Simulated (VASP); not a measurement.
Wanted: the native input for a VASP 6.6.1 run.

| Property | Result |
| --- | --- |
| Task | single point |
| Functional | PBE |
| Potentials or basis | VASP PAW PBE potentials, release 64 (Mn_pv) |
| Cutoff | 520 eV |
| k mesh | 55 × 55 × 55 |
| Occupations | fermi-dirac, width 0.0612256 eV |
| Spin | no spin polarisation |
| Dipole correction | no |
| Further INCAR settings | ALGO = Normal; EDIFF = 1e-06; NBANDS = 12 |

The structure of Mn lies in POSCAR:

```
Mn
1.0
   -1.4102196118      1.4102196118      1.4102196118
    1.4102196118     -1.4102196118      1.4102196118
    1.4102196118      1.4102196118     -1.4102196118
Mn
1
Direct
    0.0000000000      0.0000000000      0.0000000000
```

This isn't the form of Mn at room conditions, which is a 58-atom cubic cell.

One way to write it, as run:

INCAR

```
ALGO = Normal
EDIFF = 1E-6
ENCUT = 520
GGA = PE
ISIF = 2
ISMEAR = -1
LASPH = T
LCHARG = T
LELF = T
LREAL = F
LVHAR = T
LWAVE = F
NBANDS = 12
NELM = 100
PREC = Accurate
SIGMA = 0.06122561905347299
```

KPOINTS

```
k-points
0
Gamma
  55 55 55
```

Potentials or basis: VASP PAW PBE potentials, release 64 (Mn_pv).

The run is started by

```console
$ cat potpaw_PBE.64/Mn_pv/POTCAR > POTCAR
$ mpirun -np 1 vasp_std > vasp.out
```

Results of the run:

```json
{
  "Pressure": "-10.2 GPa",
  "Band gap on the k mesh": "zero (an odd number of electrons rules out a gap without spin polarisation)"
}
```

Caveat: the cell stands under tension; the run has no spin polarisation, though such a crystal can be magnetic.

It took 5.3 min on 1 thread of Oxide Virtual Turin-like Processor (shared host), peak memory 0.57 GiB.
